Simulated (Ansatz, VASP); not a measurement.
**Cu in VASP and in Ansatz**

INCAR

```
SYSTEM = Cu
ALGO = Normal ; EDIFF = 1E-6
EDIFFG = -0.01 ; ENCUT = 600
GGA = PS ; IBRION = 2
ISIF = 3 ; ISMEAR = 0
LASPH = .True. ; LCHARG = .False.
LREAL = .False. ; LWAVE = .False.
NELM = 60 ; NSW = 80
PREC = Accurate ; SIGMA = 0.1
```

Contents of KPOINTS:

```
k-points
0
Gamma
  20 20 20
  0 0 0
```

POSCAR

```
Cu
1.0
   -1.4155292766      1.4155292766      1.4155292766
    1.4155292766     -1.4155292766      1.4155292766
    1.4155292766      1.4155292766     -1.4155292766
Cu
1
Direct
    0.0000000000      0.0000000000      0.0000000000
```

Input for Ansatz:

```yaml
crystal:
  lattice:
    - [-1.4155292766, 1.4155292766, 1.4155292766]
    - [1.4155292766, -1.4155292766, 1.4155292766]
    - [1.4155292766, 1.4155292766, -1.4155292766]
  atoms:
    - { symbol: Cu, position: [0.0, 0.0, 0.0] }
basis:
  ecutwfc: 420
kpoints:
  mp_grid: { grid: [20, 20, 20] }
hamiltonian:
  xc: pbesol
scf:
  occupations: { method: gaussian, width: 0.1 }
output:
  forces: true
  stress: true
  eigenvalues: true
relax:
  adjacent_minimum: "off"
  f_tol: 0.01
  max_steps: 60
  cell: { stress_tol: 0.1 }
```

Alike in both runs: task relaxation of cell and atoms; functional PBEsol; k mesh 20 × 20 × 20; occupations gaussian, width 0.1 eV; no spin polarisation.

|  | VASP | Ansatz |
| --- | --- | --- |
| version | VASP 6.6.1 | Ansatz 0.2.0 |
| potentials or method | VASP PAW PBE potentials, release 64 (Cu), cutoff 600 eV | scalar-relativistic, plane waves, PAW |
| valence electrons in the cell | 11 | 19 |

Ansatz gave:

```
gap on the k mesh at the Fermi level, each at its own relaxed structure (eV) : none
relaxed volume (Å³/atom)                                                     : 11.35
relaxed cell length with the largest relative difference (Å)                 : 2.452
```

Question: Which values does VASP return?

Answer: gap on the k mesh at the Fermi level, each at its own relaxed structure (eV): none; relaxed volume (Å³/atom): 11.41; relaxed cell length with the largest relative difference (Å): 2.456.

VASP's potentials were made for PBE, not for PBEsol. A gap of «none» marks a metal or a gap that the smearing closes. VASP's potentials hold 11 valence electrons a cell and Ansatz's 19, so a difference there can come from the potentials and not from the codes.
